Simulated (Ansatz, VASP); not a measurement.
InP: VASP beside Ansatz

INCAR

```
SYSTEM = InP
PREC = Accurate ; ENCUT = 520
EDIFF = 1E-6 ; ISMEAR = 0
SIGMA = 0.15 ; LREAL = .FALSE.
LASPH = .TRUE. ; NELM = 80
ALGO = Normal ; ISIF = 2
LWAVE = .FALSE. ; LCHARG = .FALSE.
GGA = PE ; NBANDS = 16
```

KPOINTS

```
regular mesh
0
G
  20 20 20
  0 0 0
```

Contents of POSCAR:

```
InP
1.0
    0.0000000000      2.9587034268      2.6225947175
    2.9587034268      0.0000000000      2.6225947175
    2.9587034268      2.9587034268      0.0000000000
In P
1 1
Direct
    0.0000000000      0.0000000000      0.0000000000
    0.5000000000      0.5000000000      0.5000000000
```

Input for Ansatz:

```yaml
crystal:
  lattice:
    - [0.0, 2.9587034268, 2.6225947175]
    - [2.9587034268, 0.0, 2.6225947175]
    - [2.9587034268, 2.9587034268, 0.0]
  atoms:
    - { symbol: In, position: [0.0, 0.0, 0.0] }
    - { symbol: P, position: [0.5, 0.5, 0.5] }
basis:
  ecutwfc: 420
kpoints:
  mp_grid: { grid: [20, 20, 20] }
hamiltonian:
  xc: pbe
scf:
  occupations: { method: gaussian, width: 0.15 }
output:
  forces: true
  stress: true
  eigenvalues: true
  write_density: true
  write_potential: true
  elf: true
  volumetric_format: npy
```

Alike in both runs: task single point; functional PBE; k mesh 20 × 20 × 20; occupations gaussian, width 0.15 eV; no spin polarisation.

```csv
,VASP,Ansatz
version,VASP 6.6.1,Ansatz 0.2.0
potentials or method,"VASP PAW PBE potentials, release 64 (In_d, P), cutoff 520 eV","scalar-relativistic, plane waves, PAW"
valence electrons in the cell,18,18
```

Ansatz gave:

| Quantity | Value |
| --- | --- |
| gap on the k mesh at the Fermi level (eV) | none |
| pressure (GPa) | -2.8 |
| traceless stress, the component that is largest in VASP (GPa) | 7.51 |

Task: Which values does VASP return?

Result: gap on the k mesh at the Fermi level (eV): none; pressure (GPa): -2.9; traceless stress, the component that is largest in VASP (GPa): 7.47.

A gap of «none» marks a metal or a gap that the smearing closes.
